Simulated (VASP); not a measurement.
SrRe:

```
CELL_PARAMETERS angstrom
3.63803 0.00000 0.00000
0.00000 3.63803 0.00000
0.00000 0.00000 3.63803
ATOMIC_POSITIONS crystal
Sr 0.00000 0.00000 0.00000
Re 0.50000 0.50000 0.50000
```

Base run:

| Quantity | Value |
| --- | --- |
| Program | VASP 6.6.1 |
| Functional | PBE |
| Potentials or basis | VASP PAW PBE potentials, release 64 (Sr_sv, Re) |
| Cutoff | 520 eV |
| k mesh | 10 × 10 × 10, shifted |
| Occupations | gaussian, width 0.05 eV |
| Spin | no spin polarisation |

Its results: pressure 0.1 GPa.

Question: The run is repeated on the same cell with these changes: functional from PBE to PBEsol; k mesh from 10 × 10 × 10, shifted to 10 × 10 × 10. What comes out?

Answer: Pressure -3.7 GPa.

Several settings changed at once, so the effect can't be laid on one alone.

Caveats: the PAW data sets were made with another functional, which shifts forces and pressure a little (some runs).
